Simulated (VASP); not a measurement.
# Si2Mo (I4/mmm) in VASP: notebook

Runs on Si2Mo. Level: PBE. Tasks: single point.

All numbers are computed with VASP 6.6.1; they aren't measurements. Logs are shortened: lines on timing, memory, paths and dates and some standing lists are left out, and cuts for length are marked.

## 1. The cell of the first run

The structure is tetragonal, space group I4/mmm (No. 139). Conventional cell: a = 3.200 Å, b = 3.200 Å, c = 7.839 Å, α = 90.00°, β = 90.00°, γ = 90.00°. Within 3.4 Å of Si (site symmetry 4mm) lie 9 Si at 2.59 to 3.20 Å and 5 Mo at 2.61 to 2.63 Å. Within 3.4 Å of Mo (site symmetry 4/mmm) lie 10 Si at 2.61 to 2.63 Å and 4 Mo at 3.20 Å.

## 2. Single point, PBE

Input file INCAR:

```
SYSTEM = Si2Mo
PREC     = Accurate       ! precision mode
ENCUT    = 520            ! plane-wave cutoff, eV
EDIFF    = 1E-6           ! SCF threshold, eV
ISMEAR   = -1             ! smearing method
SIGMA    = 0.05           ! smearing width, eV
LREAL    = .FALSE.        ! projectors in reciprocal space
LASPH    = .TRUE.         ! aspherical terms in the spheres
NELM     = 80             ! most SCF steps
ALGO     = Normal         ! electronic algorithm
ISIF     = 2              ! what is computed and relaxed
LWAVE    = .FALSE.        ! write WAVECAR
LCHARG   = .FALSE.        ! write CHGCAR
GGA      = PE             ! functional
NBANDS   = 18             ! bands
```

Input file KPOINTS:

```
Automatic mesh
0
G
  16 16 16
  0 0 0
```

Input file POSCAR:

```
Si2Mo
1.0
   -1.5998054742      1.5998054742      3.9194723555
    1.5998054742     -1.5998054742      3.9194723555
    1.5998054742      1.5998054742     -3.9194723555
Si Mo
2 1
Direct
    0.6651147117      0.6651147117      0.0000000000
    0.3348852883      0.3348852883      0.0000000000
    0.0000000000      0.0000000000      0.0000000000
```

Potentials or basis: VASP PAW PBE potentials, release 64 (Si, Mo_sv).

On the command line:

```console
> cat potpaw_PBE.64/Si/POTCAR potpaw_PBE.64/Mo_sv/POTCAR > POTCAR
> mpirun -np 1 vasp_std > vasp.out
```

OUTCAR:

```text
SYSTEM = Si2Mo
   PREC = Accurate
   ENCUT = 520
   EDIFF = 1E-6
   ISMEAR = -1
   LREAL = .FALSE.
   LASPH = .TRUE.
   NELM = 80
   ISIF = 2
   GGA = PE

 ion  position               nearest neighbor table
   1  0.665  0.665  0.000-   2 2.59   3 2.61   3 2.61   3 2.61   3 2.61   2 2.62   2 2.62   2 2.62
                             2 2.62   3 2.63
   2  0.335  0.335  0.000-   1 2.59   3 2.61   3 2.61   3 2.61   3 2.61   1 2.62   1 2.62   1 2.62
                             1 2.62   3 2.63
   3  0.000  0.000  0.000-   1 2.61   1 2.61   1 2.61   2 2.61   1 2.61   2 2.61   2 2.61   2 2.61
                             1 2.63   2 2.63

  LATTYP: Found a body centered tetragonal cell.
 ALAT       =     3.1996109484
 C/A-ratio  =     2.4499680859

  Lattice vectors:

 A1 = (  -1.5998054742,   1.5998054742,   3.9194723555)
 A2 = (   1.5998054742,  -1.5998054742,   3.9194723555)
 A3 = (   1.5998054742,   1.5998054742,  -3.9194723555)

Analysis of symmetry for initial positions (statically):
=====================================================================
 Subroutine PRICEL returns:
 Original cell was already a primitive cell.

 Routine SETGRP: Setting up the symmetry group for a
 body centered tetragonal supercell.

 Subroutine GETGRP returns: Found 16 space group operations
 (whereof 16 operations were pure point group operations)
 out of a pool of 16 trial point group operations.

The static configuration has the point symmetry D_4h.

Analysis of symmetry for dynamics (positions and initial velocities):
=====================================================================
 Subroutine PRICEL returns:
 Original cell was already a primitive cell.

 Routine SETGRP: Setting up the symmetry group for a
 body centered tetragonal supercell.

 Subroutine GETGRP returns: Found 16 space group operations
 (whereof 16 operations were pure point group operations)
 out of a pool of 16 trial point group operations.

The dynamic configuration has the point symmetry D_4h.

 Subroutine INISYM returns: Found 16 space group operations
 (whereof 16 operations are pure point group operations),
 and found     1 'primitive' translations

----------------------------------------------------------------------------------------

                                     Primitive cell

  volume of cell :      40.1256

  direct lattice vectors                    reciprocal lattice vectors
    -1.599805474  1.599805474  3.919472355     0.000000000  0.312537998  0.127568191
     1.599805474 -1.599805474  3.919472355     0.312537998  0.000000000  0.127568191
     1.599805474  1.599805474 -3.919472355     0.312537998  0.312537998  0.000000000

  length of vectors
     4.525595945  4.525595945  4.525595945     0.337570205  0.337570205  0.441995475

  position of ions in fractional coordinates (direct lattice)
     0.665114712  0.665114712  0.000000000
     0.334885288  0.334885288  0.000000000
     0.000000000  0.000000000  0.000000000

  ion indices of the primitive-cell ions
   primitive index   ion index
                 1           1
                 2           2
                 3           3

----------------------------------------------------------------------------------------

 KPOINTS: Automatic mesh

Automatic generation of k-mesh.
 Grid dimensions read from file:
 generate k-points for:   16   16   16

 Generating k-lattice:

  Cartesian coordinates                     Fractional coordinates (reciprocal lattice)
     0.000000000  0.019533625  0.007973012     0.062500000  0.000000000 -0.000000000
     0.019533625  0.000000000  0.007973012     0.000000000  0.062500000 -0.000000000
     0.019533625  0.019533625  0.000000000     0.000000000  0.000000000  0.062500000

  Length of vectors
     0.021098138  0.021098138  0.027624717

  Shift w.r.t. Gamma in fractional coordinates (k-lattice)
     0.000000000  0.000000000  0.000000000

 Subroutine IBZKPT returns following result:
 ===========================================

 Found    349 irreducible k-points:

 Following reciprocal coordinates:
            Coordinates               Weight
  0.000000  0.000000  0.000000      1.000000
  0.062500  0.000000  0.000000      8.000000
  0.125000  0.000000  0.000000      8.000000
  0.187500  0.000000 -0.000000      8.000000
  0.250000  0.000000  0.000000      8.000000
  0.312500  0.000000  0.000000      8.000000
[... 16 lines left out ...]
 -0.125000  0.062500  0.000000     16.000000
 -0.062500  0.062500  0.000000      4.000000
 [... further k-points ...]
   k-points           NKPTS =    349   k-points in BZ     NKDIM =    349   number of bands    NBANDS=     18
   number of dos      NEDOS =    301   number of ions     NIONS =      3
   total plane-waves  NPLWV =  46656
   dimension x,y,z NGX =    36 NGY =   36 NGZ =   36
   dimension x,y,z NGXF=    72 NGYF=   72 NGZF=   72
   ions per type =               2   1
   NGX,Y,Z   is equivalent  to a cutoff of  13.22, 13.22, 13.22 a.u.
   NGXF,Y,Z  is equivalent  to a cutoff of  26.45, 26.45, 26.45 a.u.
 SYSTEM =  Si2Mo
   PREC   = accura    normal or accurate (medium, high low for compatibility)
   ISTART =      0    job   : 0-new  1-cont  2-samecut
   ICHARG =      2    charge: 1-file 2-atom 10-const
   ISPIN  =      1    spin polarized calculation?
   LNONCOLLINEAR =      F non collinear calculations
   LSORBIT =      F    spin-orbit coupling
   LASPH  =      T    aspherical Exc in radial PAW
   ENCUT  =  520.0 eV  38.22 Ry    6.18 a.u.   8.41  8.41  8.41*2*pi/ulx,y,z
   NELM   =     80;   NELMIN=  2; NELMDL= -5     # of ELM steps
   EDIFF  = 0.1E-05   stopping-criterion for ELM
   LREAL  =      F    real-space projection
   EDIFFG = 0.1E-04   stopping-criterion for IOM
   NSW    =      0    number of steps for IOM
   IBRION =     -1    ionic relax: 0-MD 1-quasi-New 2-CG
   NFREE  =      0    steps in history (QN), initial steepest desc. (CG)
   ISIF   =      2    stress and relaxation
   ISYM   =      2    0-nonsym 1-usesym 2-fastsym
   POTIM  = 0.5000    time-step for ionic-motion
   TEBEG  =    0.0;   TEEND  =   0.0 temperature during run
   PSTRESS=    0.0 pullay stress
   NELECT =      22.0000    total number of electrons
   NUPDOWN=      -1.0000    fix difference up-down
   EMIN   =  10.00;   EMAX   =-10.00  energy-range for DOS
   EFERMI =   0.00;   METHOD = LEGACY
   ISMEAR =    -1;   SIGMA  =   0.05  broadening in eV -4-tet -1-fermi 0-gaus
   EFERMI_NEDOS =   21; number of points for ismear=-14 and -15
   IALGO  =     38    algorithm
   IMIX   =      4    mixing-type and parameters
     AMIX     =   0.40;   BMIX     =  1.00
     AMIX_MAG =   1.60;   BMIX_MAG =  1.00
  volume/ion in A,a.u.               =      13.38        90.26
  Fermi-wavevector in a.u.,A,eV,Ry     =   1.339908  2.532060 24.427277  1.795354
  Thomas-Fermi vector in A             =   2.468263
   LORBIT       =      0    0 simple, 1 ext, 2 COOP (PROOUT), +10 PAW based schemes
   GGA     = PE    functional components
   LHFCALC =     F    Hartree Fock is set to
   AEXX    =    0.0000 exact exchange contribution
   IVDW    =     0    specifies the selected vdW correction
   LEPSILON=     F    determine dielectric tensor
   LRPA    =     F    only Hartree local field effects (RPA)
 non-spin polarized calculation
  energy-cutoff  :      520.00
  volume of cell :       40.13
 maximum number of plane-waves:      1104
 NGX is ok and might be reduce to    36
   NGX = 17   NGY = 17   NGZ = 17

 number of electron      22.0000000 magnetization

 Free energy of the ion-electron system (eV)
  ---------------------------------------------------
  ext. energy  EPLUGINS =         0.00000000
  ---------------------------------------------------
  free energy    TOTEN  =       -23.25571116 eV

  energy without entropy =      -23.25346600  energy(sigma->0) =      -23.25458858

 E-fermi :  12.2924     XC(G=0): -12.4410

 val. band max:       12.2882544435   @ k =  -0.3750   0.5000   0.3750
 cond. band min:      12.2941836129   @ k =  -0.4375  -0.4375   0.3125
 fundamental gap:      0.0059291694
 Fermi energy:        12.2924097554

 k-point     1 :       0.0000    0.0000    0.0000
  band No.  band energies     occupation
      1     -48.4172      2.00000
      2     -22.5707      2.00000
      3     -22.4929      2.00000
      4     -22.4929      2.00000
      5      -1.1436      2.00000
      6       5.9004      2.00000
[... 10 lines left out ...]
     17      17.4266      0.00000
     18      17.4266      0.00000

 k-point     2 :       0.0625    0.0000    0.0000
  band No.  band energies     occupation
      1     -48.4165      2.00000
      2     -22.5700      2.00000
      3     -22.5029      2.00000
      4     -22.4919      2.00000
      5      -1.0723      2.00000
      6       5.9055      2.00000
[... 10 lines left out ...]
     17      17.4743      0.00000
     18      17.8814      0.00000

 k-point     3 :       0.1250    0.0000    0.0000
  band No.  band energies     occupation
      1     -48.4145      2.00000
      2     -22.5679      2.00000
      3     -22.5313      2.00000
      4     -22.4893      2.00000
      5      -0.8603      2.00000
      6       5.9026      2.00000
[... 10 lines left out ...]
     17      17.7444      0.00000
     18      18.8442      0.00000

 k-point     4 :       0.1875    0.0000   -0.0000
  band No.  band energies     occupation
      1     -48.4115      2.00000
      2     -22.5739      2.00000
      3     -22.5643      2.00000
      4     -22.4853      2.00000
      5      -0.5139      2.00000
      6       5.8229      2.00000
[... 375 lines left out ...]
      4     -22.4950      2.00000
      5      -0.5058      2.00000
      6       6.1100      2.00000
[... 10 lines left out ...]
     17      18.1480      0.00000
     18      20.0716      0.00000

 k-point    23 :      -0.1250    0.0625    0.0000
  band No.  band energies     occupation
      1     -48.4138      2.00000
      2     -22.5662      2.00000
      3     -22.5303      2.00000
      4     -22.4991      2.00000
      5      -0.8315      2.00000
      6       6.1059      2.00000
[... 10 lines left out ...]
     17      17.8395      0.00000
     18      18.8635      0.00000

 k-point    24 :      -0.0625    0.0625    0.0000
  band No.  band energies     occupation
      1     -48.4158      2.00000
      2     -22.5688      2.00000
      3     -22.5026      2.00000
      4     -22.5012      2.00000
      5      -1.0221      2.00000
      6       6.0091      2.00000
[... 10 lines left out ...]
     17      17.6830      0.00000
     18      17.9957      0.00000

 [... further k-points ...]
[... 5 lines left out ...]
  --------------------------------------------------------------------------------------
  -------------------------------------------------------------------------------------
  Total        0.8445079      0.8445079      0.8401986      0.0000000      0.0000000      0.0000000
  in kB       33.7203729     33.7203729     33.5483035      0.0000000      0.0000000      0.0000000
  external PRESSURE =      33.6630165 kB  Pullay stress =       0.0000000 kB

 VOLUME and BASIS-vectors are now :
 -----------------------------------------------------------------------------
  energy-cutoff  :      520.00
  volume of cell :       40.13
      direct lattice vectors                 reciprocal lattice vectors
    -1.599805474  1.599805474  3.919472355     0.000000000  0.312537998  0.127568191
     1.599805474 -1.599805474  3.919472355     0.312537998  0.000000000  0.127568191
     1.599805474  1.599805474 -3.919472355     0.312537998  0.312537998  0.000000000

 POSITION                                       TOTAL-FORCE (eV/Angst)
 -----------------------------------------------------------------------------------
      0.00000      0.00000      5.21380        -0.000000     -0.000000      0.007235
      0.00000      0.00000      2.62515         0.000000      0.000000     -0.007235
      0.00000      0.00000      0.00000        -0.000000     -0.000000     -0.000000
 -----------------------------------------------------------------------------------
    total drift:                               -0.000000      0.000000      0.000000

  FREE ENERGIE OF THE ION-ELECTRON SYSTEM (eV)
  ---------------------------------------------------
  free  energy   TOTEN  =       -23.2557111596 eV

  energy  without entropy=      -23.2534660016  energy(sigma->0) =      -23.25458858
```

It took 3.1 min on 1 thread of Intel Xeon Platinum 8488C (Sapphire Rapids), shared host; peak memory 0.38 GiB.

Results:

- Free energy: -23.2557 eV
- Pressure: 3.4 GPa
- Largest force: 0.007 eV/Å
- Band gap on the k mesh: zero (band 11 reaches 12.79 eV, above the bottom of band 12 at 11.82 eV)

Forces in eV/Å, atoms in the order of the input:
```
Si   0.000  0.000  0.007
Si   0.000  0.000 -0.007
Mo   0.000  0.000  0.000
```

## 3. Single point, PBE

Input file INCAR:

```
ALGO = Normal
EDIFF = 1E-7
ENCUT = 520
GGA = PE
ISIF = 2
ISMEAR = -5
LASPH = True
LCHARG = False
LREAL = False
LWAVE = False
NBANDS = 18
NELM = 60
PREC = Accurate
SIGMA = 0.1
```

Input file KPOINTS:

```
k-points
0
Gamma
  16 16 16
```

POSCAR is that of step 2.

Potentials or basis: VASP PAW PBE potentials, release 64 (Si, Mo_sv).

On the command line:

```console
> cat potpaw_PBE.64/Si/POTCAR potpaw_PBE.64/Mo_sv/POTCAR > POTCAR
> mpirun -np 1 vasp_std > vasp.out
```

Wall time 3.3 min (1 thread of Intel Xeon Platinum 8488C (Sapphire Rapids), shared host); peak memory 0.38 GiB.

It converged, with:

```
Free energy            : -23.2547 eV
Pressure               : 3.4 GPa
Largest force          : 0.007 eV/Å
Band gap on the k mesh : zero (band 11 reaches 12.79 eV, above the bottom of band 12 at 11.82 eV)
```

Forces on the atoms (eV/Å):
```
Si   0.000  0.000 -0.007
Si   0.000  0.000  0.007
Mo   0.000  0.000  0.000
```

Stress tensor (GPa, compression positive):
```
3.41 0.00 0.00
0.00 3.41 0.00
0.00 0.00 3.26
```

Levels at points of the mesh, in eV from the Fermi level:
```tsv
k point	band 8	band 9	band 10	band 11	band 12	band 13	band 14	band 15
(0.00, 0.00, 0.00)	-3.05	-2.62	-2.62	0.38	3.17	3.19	3.54	3.54
(0.50, 0.00, 0.00)	-4.49	-2.57	-2.57	-0.50	2.28	3.10	4.09	4.22
(0.50, 0.50, 0.00)	-5.20	-4.44	-3.05	-1.20	2.33	2.75	3.15	3.35
(0.50, 0.50, 0.50)	-2.19	-0.57	-0.57	-0.48	-0.48	0.52	4.74	5.17
```

Caveat: tetrahedron occupations give inexact forces and stress in metals.
